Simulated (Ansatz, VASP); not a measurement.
# TiO2 in VASP and in Ansatz

```
CELL_PARAMETERS angstrom
-4.51500 5.49700 4.93900
4.51500 -5.49700 4.93900
4.51500 5.49700 -4.93900
ATOMIC_POSITIONS crystal
Ti 0.21050 0.12500 0.08550
Ti 0.71050 0.62500 0.08550
Ti 0.71050 0.12500 0.58550
Ti 0.21050 0.62500 0.58550
Ti 0.03950 0.12500 0.41450
Ti 0.53950 0.62500 0.41450
Ti 0.53950 0.12500 0.91450
Ti 0.03950 0.62500 0.91450
Ti 0.78950 0.37500 0.41450
Ti 0.28950 0.87500 0.41450
Ti 0.28950 0.37500 0.91450
Ti 0.78950 0.87500 0.91450
Ti 0.96050 0.37500 0.08550
Ti 0.46050 0.87500 0.08550
Ti 0.46050 0.37500 0.58550
Ti 0.96050 0.87500 0.58550
O 0.39400 0.34900 0.33100
O 0.89400 0.84900 0.33100
O 0.89400 0.34900 0.83100
O 0.39400 0.84900 0.83100
O 0.01800 0.06300 0.16900
O 0.51800 0.56300 0.16900
O 0.51800 0.06300 0.66900
O 0.01800 0.56300 0.66900
O 0.85600 0.18700 0.45500
O 0.35600 0.68700 0.45500
O 0.35600 0.18700 0.95500
O 0.85600 0.68700 0.95500
O 0.73200 0.40100 0.04500
O 0.23200 0.90100 0.04500
O 0.23200 0.40100 0.54500
O 0.73200 0.90100 0.54500
O 0.60600 0.15100 0.16900
O 0.10600 0.65100 0.16900
O 0.10600 0.15100 0.66900
O 0.60600 0.65100 0.66900
O 0.98200 0.43700 0.33100
O 0.48200 0.93700 0.33100
O 0.48200 0.43700 0.83100
O 0.98200 0.93700 0.83100
O 0.14400 0.31300 0.04500
O 0.64400 0.81300 0.04500
O 0.64400 0.31300 0.54500
O 0.14400 0.81300 0.54500
O 0.26800 0.09900 0.45500
O 0.76800 0.59900 0.45500
O 0.76800 0.09900 0.95500
O 0.26800 0.59900 0.95500
```

Alike in both runs: task single point; functional PBE; k mesh 2 × 2 × 2; occupations gaussian, width 0.05 eV; no spin polarisation.

```csv
,VASP,Ansatz
version,VASP 6.6.1,Ansatz 0.2.0
potentials or method,"VASP PAW PBE potentials, release 64 (Ti_sv, O), cutoff 520 eV","scalar-relativistic, plane waves, PAW"
valence electrons in the cell,384,384
```

```tsv
	VASP	Ansatz	Ansatz less VASP
gap on the k mesh at the Fermi level (eV)	2.45	2.48	+0.027
rms of the force components (eV/Å)	0.328	0.333	+0.0046
```

Atom by atom the forces differ by 0.011 eV/Å (rms over components).

The k mesh is coarse, so the values compare programs but aren't converged.
